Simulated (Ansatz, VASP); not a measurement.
One calculation of Al3BN2, two programs

```
CELL_PARAMETERS angstrom
-2.21914 2.21914 4.13911
2.21914 -2.21914 4.13911
2.21914 2.21914 -4.13911
ATOMIC_POSITIONS crystal
Al 0.50000 0.00000 0.50000
Al 0.00000 0.50000 0.50000
Al 0.00000 0.00000 0.00000
B 0.50000 0.50000 0.00000
N 0.32243 0.32243 0.00000
N 0.67757 0.67757 0.00000
```

Alike in both runs: task single point; functional PBE; k mesh 6 × 6 × 6; occupations gaussian, width 0.1 eV; collinear spin.

|  | VASP | Ansatz |
| --- | --- | --- |
| version | VASP 6.6.1 | Ansatz 0.2.0 |
| potentials or method | VASP PAW PBE potentials, release 64 (Al, B, N), cutoff 520 eV | scalar-relativistic, plane waves, PAW |
| valence electrons in the cell | 22 | 22 |

```csv
,VASP,Ansatz,Ansatz less VASP
gap on the k mesh at the Fermi level (eV),none,none,-
pressure (GPa),14.4,14.3,-0.05
"traceless stress, the component that is largest in VASP (GPa)",-51.61,-51.62,-0.007
rms of the force components (eV/Å),1.325,1.337,+0.0128
net moment per atom (μB),0.00,0.00,0.000
```

Atom by atom the forces differ by 0.013 eV/Å (rms over components). A gap of «none» marks a metal or a gap that the smearing closes. The functional is the same, so the differences come from potentials, cutoffs and numerics. Ansatz's warnings: seeded moment not kept.
